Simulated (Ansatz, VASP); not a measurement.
C in VASP and in Ansatz

```
CELL_PARAMETERS angstrom
0.00000 1.78012 1.78012
1.78012 0.00000 1.78012
1.78012 1.78012 0.00000
ATOMIC_POSITIONS crystal
C 0.00000 0.00000 0.00000
C 0.25000 0.25000 0.25000
```

Alike in both runs: task single point; functional r2SCAN; k mesh 10 × 10 × 10; no spin polarisation.

|  | VASP | Ansatz |
| --- | --- | --- |
| version | VASP 6.6.1 | Ansatz 0.2.0 |
| potentials or method | VASP PAW PBE potentials, release 64 (C) | plane waves, PAW |
| plane-wave cutoff (eV) | 520 | 500 |
| occupations | gaussian, width 0.01 eV | fixed |
| valence electrons in the cell | 8 | 8 |

```csv
,VASP,Ansatz,Ansatz less VASP
gap on the k mesh at the Fermi level (eV),4.38,4.41,+0.028
```

VASP's potentials were made for PBE, not for r2SCAN.
